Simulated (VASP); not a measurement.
Write the native input for VASP 6.6.1 that does the following.

| Property | Result |
| --- | --- |
| Task | single point |
| Functional | PBE-based screened hybrid with 50 % exact exchange |
| Potentials or basis | VASP PAW PBE potentials, release 64 (I) |
| Cutoff | 520 eV |
| k mesh | 4 × 4 × 2 |
| Occupations | fermi-dirac, width 0.05 eV |
| Spin | no spin polarisation |
| Dipole correction | no |
| Grid for exact exchange (PRECFOCK) | Normal |
| Share of exact exchange | 0.5 |
| Further INCAR settings | ALGO = Normal; EDIFF = 1e-06; NBANDS = 22 |
| Screening parameter | 0.20787 1/Å |

I:

```
I
1.0
     3.63503   -2.39502    0.00000
     3.63503    2.39502    0.00000
     0.00000    0.00000    9.79344
I
4
Cartesian
  3.6350 -0.7152 3.7646
  3.6350 1.6799 1.1321
  3.6350 0.7152 6.0288
  3.6350 -1.6799 8.6613
```

One way to write it, as run:

POSCAR

```
I
1.0
    3.6350350000     -2.3950200000      0.0000000000
    3.6350350000      2.3950200000      0.0000000000
    0.0000000000      0.0000000000      9.7934400000
I
4
Direct
    0.6493000000      0.3507000000      0.3844000000
    0.1493000000      0.8507000000      0.1156000000
    0.3507000000      0.6493000000      0.6156000000
    0.8507000000      0.1493000000      0.8844000000
```

INCAR.step1

```
PREC = Accurate
ENCUT = 520
EDIFF = 1E-5
ISMEAR = -1
SIGMA = 0.05
LREAL = F
LASPH = T
NELM = 80
ALGO = Normal
ISIF = 2
LWAVE = T
NBANDS = 22
GGA = PE
```

INCAR.step2

```
PREC = Accurate
ENCUT = 520
EDIFF = 1E-6
ISMEAR = -1
SIGMA = 0.05
LREAL = F
LASPH = T
NELM = 80
ALGO = Normal
ISIF = 2
LWAVE = F
LCHARG = T
GGA = PE
LHFCALC = T
AEXX = 0.5
HFSCREEN = 0.2078699
PRECFOCK = Normal
LELF = T
LVHAR = T
NBANDS = 22
ISTART = 1
```

KPOINTS

```
Automatic mesh
0
Gamma
  4 4 2
```

Potentials or basis: VASP PAW PBE potentials, release 64 (I).

Command:

```console
$ cat potpaw_PBE.64/I/POTCAR > POTCAR
$ cp INCAR.step1 INCAR
$ mpirun -np 1 vasp_std > vasp.out
$ cp INCAR.step2 INCAR
$ mpirun -np 1 vasp_std > vasp.out
```

It gave:

```yaml
Pressure: 0.0 GPa
Largest_force: 0.281 eV/Å
Band_gap_on_the_k_mesh: 3.10 eV (least direct gap 3.37 eV)
```

Caveat: this functional lacks dispersion, which holds the molecules together, so the pressure and a relaxed volume are unreliable; the PAW data sets were made with another functional, which shifts forces and pressure a little; spin-orbit coupling is left out, which moves the levels of the heavy elements.

Wall time 85 min on 1 thread of Intel Xeon 8259CL, on a shared host, peak memory 0.43 GiB.
